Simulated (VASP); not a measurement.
Input of a VASP 6.6.1 run:

The input INCAR:

```
  PREC = Accurate
  ENCUT = 600
  EDIFF = 1E-7
  ISMEAR = -1
  SIGMA = 0.05
  LREAL = F
  LASPH = T
  NELM = 80
  ALGO = Normal
  ISIF = 3
  LWAVE = F
  LCHARG = F
  GGA = PS
  IBRION = 2
  NSW = 80
  EDIFFG = -0.02
  PSTRESS = 200.0
```

The input KPOINTS:

```
Automatic mesh
0
Gamma
  7 7 7
```

POSCAR

```
KI
1.0
    0.0000000000      3.5327750000      3.5327750000
    3.5327750000      0.0000000000      3.5327750000
    3.5327750000      3.5327750000      0.0000000000
I K
1 1
Direct
    0.5000000000      0.5000000000      0.5000000000
    0.0000000000      0.0000000000      0.0000000000
```

Potentials or basis: VASP PAW PBE potentials, release 64 (I, K_sv).

Run with:

```sh
$ cat potpaw_PBE.64/I/POTCAR potpaw_PBE.64/K_sv/POTCAR > POTCAR
$ mpirun -np 1 vasp_std > vasp.out
```

**Question.** Predict the relaxed cell.

**Answer.** a = 4.212 Å, b = 4.212 Å, c = 4.212 Å, α = 60.00°, β = 60.00°, γ = 60.00°.

**Question.** What does it give for the space group after relaxing (to 0.1 Å)?

**Answer.** Fm-3m (No. 225).

**Question.** Estimate the band gap on the k mesh.

**Answer.** 3.26 eV (least direct gap 3.94 eV).

Step by step:
```tsv
step	energy change (eV)	largest force (eV/Å)	pressure (GPa)	volume (Å³)
1	0.0000	0.0000	-0.25	88.18
2	6.8878	0.0000	98.99	34.48
3	1.0356	0.0000	16.51	55.14
4	1.2082	0.0000	18.84	53.57
5	1.2957	0.0000	20.02	52.85
```

Caveat: the cell is relaxed towards a set pressure, so the run minimises the enthalpy, not the energy; the volume moved by over 15 % at a fixed basis, so the end points are rough; the PAW data sets were made with another functional, which shifts forces and pressure a little; spin-orbit coupling is left out, which moves the levels of the heavy elements; an odd mesh through Γ misses points on the zone boundary, where band edges can lie. PBEsol gaps usually lie below the measured ones, often by a third to a half.
